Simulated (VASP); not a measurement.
# Ag (I4/mmm) in VASP: further runs

Ag is run at these levels: r2SCAN; tasks: single point.

Everything below comes from runs of VASP 6.6.1. Logs are shortened: lines on timing, memory, paths and dates and some standing lists are left out, and cuts for length are marked.

### Step 1. The cell of the first run

It takes space group I4/mmm (No. 139, tetragonal). The conventional cell has a = 3.139 Å, b = 3.139 Å, c = 3.462 Å, α = 90.00°, β = 90.00°, γ = 90.00°. Ag (site symmetry 4/mmm) has 14 Ag at 2.81 to 3.46 Å within 3.7 Å.

### Step 2. Single point, r2SCAN

Contents of POSCAR:

```
Ag
1.0
    0.0000000000      2.2195150262      1.7312217205
    2.2195150262      0.0000000000      1.7312217205
    2.2195150262      2.2195150262      0.0000000000
Ag
1
Direct
    0.0000000000      0.0000000000      0.0000000000
```

Contents of INCAR.step1:

```
  PREC = Accurate
  ENCUT = 520
  ISMEAR = 0
  SIGMA = 0.15
  LREAL = F
  LASPH = T
  NELM = 100
  NBANDS = 12
  GGA = PE
  ALGO = Normal
  EDIFF = 1E-4
  LWAVE = T
  LCHARG = F
```

Contents of INCAR.step2:

```
  PREC = Accurate
  ENCUT = 520
  EDIFF = 1E-6
  ISMEAR = 0
  SIGMA = 0.15
  LREAL = F
  LASPH = T
  NELM = 100
  ALGO = Normal
  ISIF = 2
  LWAVE = F
  LCHARG = F
  METAGGA = R2SCAN
  LMIXTAU = T
  NBANDS = 12
  ISTART = 1
```

Contents of KPOINTS:

```
regular mesh
0
Gamma
  22 22 22
```

Potentials or basis: VASP PAW PBE potentials, release 64 (Ag).

Run with:

```bash
> cat potpaw_PBE.64/Ag/POTCAR > POTCAR
> cp INCAR.step1 INCAR
> mpirun -np 1 vasp_std > vasp.out
> cp INCAR.step2 INCAR
> mpirun -np 1 vasp_std > vasp.out
```

OUTCAR:

```text
PREC = Accurate
   ENCUT = 520
   EDIFF = 1E-6
   ISMEAR = 0
   LREAL = F
   LASPH = T
   NELM = 100
   ISIF = 2
   METAGGA = R2SCAN
   ISTART = 1

 ion  position               nearest neighbor table
   1  0.000  0.000  0.000-

  LATTYP: Found a body centered tetragonal cell.
 ALAT       =     3.1388682519
 C/A-ratio  =     1.1030865787

  Lattice vectors:

 A1 = (   0.0000000000,  -2.2195150262,  -1.7312217205)
 A2 = (   0.0000000000,   2.2195150262,  -1.7312217205)
 A3 = (   2.2195150262,   0.0000000000,   1.7312217205)

Analysis of symmetry for initial positions (statically):
=====================================================================
 Subroutine PRICEL returns:
 Original cell was already a primitive cell.

 Routine SETGRP: Setting up the symmetry group for a
 body centered tetragonal supercell.

 Subroutine GETGRP returns: Found 16 space group operations
 (whereof 16 operations were pure point group operations)
 out of a pool of 16 trial point group operations.

The static configuration has the point symmetry D_4h.

Analysis of symmetry for dynamics (positions and initial velocities):
=====================================================================
 Subroutine PRICEL returns:
 Original cell was already a primitive cell.

 Routine SETGRP: Setting up the symmetry group for a
 body centered tetragonal supercell.

 Subroutine GETGRP returns: Found 16 space group operations
 (whereof 16 operations were pure point group operations)
 out of a pool of 16 trial point group operations.

The dynamic configuration has the point symmetry D_4h.

 Subroutine INISYM returns: Found 16 space group operations
 (whereof 16 operations are pure point group operations),
 and found     1 'primitive' translations

----------------------------------------------------------------------------------------

                                     Primitive cell

  volume of cell :      17.0569

  direct lattice vectors                    reciprocal lattice vectors
     0.000000000  2.219515026  1.731221721    -0.225274438  0.225274438  0.288813382
     2.219515026  0.000000000  1.731221721     0.225274438 -0.225274438  0.288813382
     2.219515026  2.219515026  0.000000000     0.225274438  0.225274438 -0.288813382

  length of vectors
     2.814849125  2.814849125  3.138868252     0.430011993  0.430011993  0.430011993

  position of ions in fractional coordinates (direct lattice)
     0.000000000  0.000000000  0.000000000

  ion indices of the primitive-cell ions
   primitive index   ion index
                 1           1

----------------------------------------------------------------------------------------

 KPOINTS: regular mesh

Automatic generation of k-mesh.
 Grid dimensions read from file:
 generate k-points for:   22   22   22

 Generating k-lattice:

  Cartesian coordinates                     Fractional coordinates (reciprocal lattice)
    -0.010239747  0.010239747  0.013127881     0.045454545  0.000000000  0.000000000
     0.010239747 -0.010239747  0.013127881     0.000000000  0.045454545  0.000000000
     0.010239747  0.010239747 -0.013127881     0.000000000  0.000000000  0.045454545

  Length of vectors
     0.019546000  0.019546000  0.019546000

  Shift w.r.t. Gamma in fractional coordinates (k-lattice)
     0.000000000  0.000000000  0.000000000

 Subroutine IBZKPT returns following result:
 ===========================================

 Found    834 irreducible k-points:

 Following reciprocal coordinates:
            Coordinates               Weight
  0.000000  0.000000  0.000000      1.000000
  0.045455  0.000000  0.000000      8.000000
  0.090909  0.000000  0.000000      8.000000
  0.136364 -0.000000  0.000000      8.000000
  0.181818 -0.000000  0.000000      8.000000
  0.227273 -0.000000  0.000000      8.000000
[... 16 lines left out ...]
  0.500000  0.045455  0.000000      8.000000
 -0.454545  0.045455  0.000000      8.000000
 [... further k-points ...]
   k-points           NKPTS =    834   k-points in BZ     NKDIM =    834   number of bands    NBANDS=     12
   number of dos      NEDOS =    301   number of ions     NIONS =      1
   total plane-waves  NPLWV =  13824
   dimension x,y,z NGX =    24 NGY =   24 NGZ =   24
   dimension x,y,z NGXF=    48 NGYF=   48 NGZF=   48
   ions per type =               1
   NGX,Y,Z   is equivalent  to a cutoff of  14.17, 14.17, 12.71 a.u.
   NGXF,Y,Z  is equivalent  to a cutoff of  28.35, 28.35, 25.42 a.u.
 SYSTEM =  unknown system
   PREC   = accura    normal or accurate (medium, high low for compatibility)
   ISTART =      1    job   : 0-new  1-cont  2-samecut
   ICHARG =      0    charge: 1-file 2-atom 10-const
   ISPIN  =      1    spin polarized calculation?
   LNONCOLLINEAR =      F non collinear calculations
   LSORBIT =      F    spin-orbit coupling
   LASPH  =      T    aspherical Exc in radial PAW
   ENCUT  =  520.0 eV  38.22 Ry    6.18 a.u.   5.23  5.23  5.84*2*pi/ulx,y,z
   NELM   =    100;   NELMIN=  2; NELMDL=  0     # of ELM steps
   EDIFF  = 0.1E-05   stopping-criterion for ELM
   LREAL  =      F    real-space projection
[... 7 lines left out ...]
   TEBEG  =    0.0;   TEEND  =   0.0 temperature during run
   PSTRESS=    0.0 pullay stress
   NELECT =      11.0000    total number of electrons
   NUPDOWN=      -1.0000    fix difference up-down
   EMIN   =  10.00;   EMAX   =-10.00  energy-range for DOS
   EFERMI =   0.00;   METHOD = LEGACY
   ISMEAR =     0;   SIGMA  =   0.15  broadening in eV -4-tet -1-fermi 0-gaus
   EFERMI_NEDOS =   21; number of points for ismear=-14 and -15
   IALGO  =     38    algorithm
   IMIX   =      4    mixing-type and parameters
     AMIX     =   0.40;   BMIX     =  1.00
     AMIX_MAG =   1.60;   BMIX_MAG =  1.00
  volume/ion in A,a.u.               =      17.06       115.11
  Fermi-wavevector in a.u.,A,eV,Ry     =   1.414402  2.672832 27.218893  2.000532
  Thomas-Fermi vector in A             =   2.535948
   LORBIT       =      0    0 simple, 1 ext, 2 COOP (PROOUT), +10 PAW based schemes
   METAGGA = R2SCAN    functional components
   LHFCALC =     F    Hartree Fock is set to
   AEXX    =    0.0000 exact exchange contribution
   IVDW    =     0    specifies the selected vdW correction
   LEPSILON=     F    determine dielectric tensor
   LRPA    =     F    only Hartree local field effects (RPA)
 non-spin polarized calculation
 Gauss-broadening in eV      SIGMA  =   0.15
  energy-cutoff  :      520.00
  volume of cell :       17.06
 maximum number of plane-waves:       479
 NGX is ok and might be reduce to    24

 number of electron      11.0000004 magnetization

 Free energy of the ion-electron system (eV)
  ---------------------------------------------------
  ext. energy  EPLUGINS =         0.00000000
  ---------------------------------------------------
  free energy    TOTEN  =       -21.32699154 eV

  energy without entropy =      -21.32378279  energy(sigma->0) =      -21.32538717

 E-fermi :   8.4541     XC(G=0): -12.9649

 val. band max:        8.4477539641   @ k =  -0.3182   0.2727   0.0000
 cond. band min:       8.4571396090   @ k =  -0.2727   0.3182   0.0455
 fundamental gap:      0.0093856448
 Fermi energy:         8.4541099069

 k-point     1 :       0.0000    0.0000    0.0000
  band No.  band energies     occupation
      1       0.4778      2.00000
      2       3.0680      2.00000
      3       3.0680      2.00000
      4       3.4871      2.00000
      5       4.2366      2.00000
      6       4.6892      2.00000
      7      26.1311      0.00000
      8      27.6859      0.00000
      9      27.6859      0.00000
     10      31.8621      0.00000
     11      33.6125      0.00000
     12      33.7770      0.00000

 k-point     2 :       0.0455    0.0000    0.0000
  band No.  band energies     occupation
      1       0.5468      2.00000
      2       3.0724      2.00000
      3       3.0825      2.00000
      4       3.4953      2.00000
      5       4.2272      2.00000
      6       4.6791      2.00000
      7      26.0926      0.00000
      8      27.5041      0.00000
      9      27.7289      0.00000
     10      31.2358      0.00000
     11      32.9923      0.00000
     12      34.1940      0.00000

 k-point     3 :       0.0909    0.0000    0.0000
  band No.  band energies     occupation
      1       0.7486      2.00000
      2       3.0864      2.00000
      3       3.1053      2.00000
      4       3.5399      2.00000
      5       4.2021      2.00000
      6       4.6529      2.00000
      7      25.8037      0.00000
      8      27.0023      0.00000
      9      27.8503      0.00000
     10      30.4839      0.00000
     11      31.9477      0.00000
     12      32.9924      0.00000
[... 286 lines left out ...]
 k-point    23 :       0.5000    0.0455    0.0000
  band No.  band energies     occupation
      1       1.7327      2.00000
      2       2.6131      2.00000
      3       4.0891      2.00000
      4       4.6233      2.00000
      5       5.4952      2.00000
      6       8.4437      1.07802
      7      12.4579      0.00000
      8      22.9340      0.00000
      9      24.1066      0.00000
     10      30.0820      0.00000
     11      31.3607      0.00000
     12      31.8183      0.00000

 k-point    24 :      -0.4545    0.0455    0.0000
  band No.  band energies     occupation
      1       1.7490      2.00000
      2       2.6229      2.00000
      3       4.0638      2.00000
      4       4.6564      2.00000
      5       5.4354      2.00000
      6       8.0495      1.99986
      7      12.9384      0.00000
      8      23.0148      0.00000
      9      24.2956      0.00000
     10      30.0277      0.00000
     11      31.0007      0.00000
     12      31.7912      0.00000

 [... further k-points ...]

------------------------ aborting loop because EDIFF is reached ----------------------------------------

  FORCE on cell =-STRESS in cart. coord.  units (eV):
  Direction    XX          YY          ZZ          XY          YZ          ZX
  --------------------------------------------------------------------------------------
  -------------------------------------------------------------------------------------
  Total        0.1914661      0.1914661      0.3660057      0.0000000      0.0000000      0.0000000
  in kB       17.9847171     17.9847171     34.3795042      0.0000000      0.0000000      0.0000000
  external PRESSURE =      23.4496461 kB  Pullay stress =       0.0000000 kB

 VOLUME and BASIS-vectors are now :
 -----------------------------------------------------------------------------
  energy-cutoff  :      520.00
  volume of cell :       17.06
      direct lattice vectors                 reciprocal lattice vectors
     0.000000000  2.219515026  1.731221721    -0.225274438  0.225274438  0.288813382
     2.219515026  0.000000000  1.731221721     0.225274438 -0.225274438  0.288813382
     2.219515026  2.219515026  0.000000000     0.225274438  0.225274438 -0.288813382

 POSITION                                       TOTAL-FORCE (eV/Angst)
 -----------------------------------------------------------------------------------
      0.00000      0.00000      0.00000         0.000000     -0.000000      0.000000
 -----------------------------------------------------------------------------------
    total drift:                               -0.000000      0.000000      0.000000

  FREE ENERGIE OF THE ION-ELECTRON SYSTEM (eV)
  ---------------------------------------------------
  free  energy   TOTEN  =       -21.3269915415 eV

  energy  without entropy=      -21.3237827936  energy(sigma->0) =      -21.32538717
```

Wall time 4.7 min (1 thread of Intel Xeon Platinum 8488C (Sapphire Rapids), shared host); peak memory 0.28 GiB.

What came out:

| Item | Value |
| --- | --- |
| Free energy | -21.3270 eV |
| Pressure | 2.3 GPa |

Stress tensor (GPa, compression positive):
```
1.80 0.00 0.00
0.00 1.80 0.00
0.00 0.00 3.44
```

Levels at points of the mesh, in eV from the Fermi level:
```
           k point  band 2  band 3  band 4  band 5  band 6  band 7  band 8  band 9  band 10  band 11
(0.00, 0.00, 0.00)   -5.39   -5.39   -4.97   -4.22   -3.76   17.68   19.23   19.23    23.41    25.16
(0.50, 0.00, 0.00)   -5.88   -4.32   -3.72   -2.95   -0.19    3.98   14.47   15.95    21.31    22.78
(0.50, 0.50, 0.00)   -6.74   -3.23   -3.09   -3.09    5.37    8.25    8.25   11.60    14.76    14.91
(0.50, 0.00, 0.50)   -6.39   -3.67   -3.64   -2.85    0.41    4.97   12.91   13.65    19.59    20.39
```

Caveat: the PAW data sets were made with another functional, which shifts forces and pressure a little.

### Step 3. Single point, r2SCAN

This run uses another cell than the first one, of the same volume but with other edges.

Contents of POSCAR:

```
Ag
1.0
    0.0000000000      1.8720114742      2.4336149165
    1.8720114742      0.0000000000      2.4336149165
    1.8720114742      1.8720114742      0.0000000000
Ag
1
Direct
    0.0000000000      0.0000000000      0.0000000000
```

Contents of INCAR.step1:

```
SYSTEM = Ag
ALGO = Normal
EDIFF = 1E-4
ENCUT = 520
GGA = PE
ISMEAR = 0
LASPH = .TRUE.
LCHARG = .FALSE.
LREAL = .FALSE.
LWAVE = .TRUE.
NBANDS = 12
NELM = 100
PREC = Accurate
SIGMA = 0.15
```

Contents of INCAR.step2:

```
SYSTEM = Ag
ALGO = Normal
EDIFF = 1E-6
ENCUT = 520
ISIF = 2
ISMEAR = 0
ISTART = 1
LASPH = .TRUE.
LCHARG = .TRUE.
LELF = .TRUE.
LMIXTAU = .TRUE.
LREAL = .FALSE.
LVHAR = .TRUE.
LWAVE = .FALSE.
METAGGA = R2SCAN
NBANDS = 12
NELM = 100
PREC = Accurate
SIGMA = 0.15
```

Contents of KPOINTS:

```
k-points
0
G
  22 22 22
  0 0 0
```

Potentials or basis: VASP PAW PBE potentials, release 64 (Ag).

Run with:

```bash
> cat potpaw_PBE.64/Ag/POTCAR > POTCAR
> cp INCAR.step1 INCAR
> mpirun -np 1 vasp_std > vasp.out
> cp INCAR.step2 INCAR
> mpirun -np 1 vasp_std > vasp.out
```

Wall time 5.7 min (1 thread of Intel Xeon 6975P-C, shared host); peak memory 0.28 GiB.

Results (log left out):

```
Free energy : -21.2101 eV
Pressure    : 6.3 GPa
```

Stress tensor (GPa, compression positive):
```
12.76  0.00  0.00
 0.00 12.76  0.00
 0.00  0.00 -6.52
```

Levels at points of the mesh, in eV from the Fermi level:
| k point | band 3 | band 4 | band 5 | band 6 | band 7 | band 8 | band 9 | band 10 |
| --- | --- | --- | --- | --- | --- | --- | --- | --- |
| (0.00, 0.00, 0.00) | -5.24 | -4.42 | -4.42 | -3.34 | 17.16 | 17.66 | 21.61 | 21.61 |
| (0.50, 0.00, 0.00) | -4.54 | -3.51 | -3.17 | -0.16 | 4.06 | 12.63 | 19.53 | 19.80 |
| (0.50, 0.50, 0.00) | -3.23 | -3.23 | -3.13 | -0.71 | 2.95 | 14.65 | 14.65 | 20.90 |
| (0.50, 0.00, 0.50) | -3.96 | -3.55 | -2.29 | 3.50 | 9.34 | 10.13 | 10.16 | 16.57 |

Caveat: the PAW data sets were made with another functional, which shifts forces and pressure a little.

(Continued in part 2 of 2.)
